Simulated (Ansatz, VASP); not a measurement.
Two plane-wave programs on Al2Cu

```xyz
3
Lattice="0.0000 1.9690 5.6806 1.9687 0.0000 5.6806 1.9687 1.9690 0.0000" Properties=species:S:1:pos:R:3 pbc="T T T"
Al    1.9687    1.9690    9.6057
Al    1.9687    1.9690    1.7556
Cu    1.9687    1.9690    5.6806
```

Alike in both runs: functional PBE; k mesh 18 × 18 × 18; occupations gaussian, width 0.1 eV; no spin polarisation.

Ansatz relaxed the structure, and its values are those at the end. VASP's run is a single point on that final structure, the one shown.

|  | VASP | Ansatz |
| --- | --- | --- |
| version | VASP 6.6.1 | Ansatz 0.2.0 |
| potentials or method | VASP PAW PBE potentials, release 64 (Al, Cu), cutoff 520 eV | scalar-relativistic, plane waves, PAW |
| valence electrons in the cell | 17 | 25 |

Ansatz gave:

```
gap on the k mesh at the Fermi level (eV) : none
pressure (GPa)                            : 0.0
rms of the force components (eV/Å)        : 0.000
```

Question: What did VASP give for the same quantities?

Answer: gap on the k mesh at the Fermi level (eV): none; pressure (GPa): 0.1; rms of the force components (eV/Å): 0.011.

A gap of «none» marks a metal or a gap that the smearing closes. VASP's potentials hold 17 valence electrons a cell and Ansatz's 25, so a difference there can come from the potentials and not from the codes.
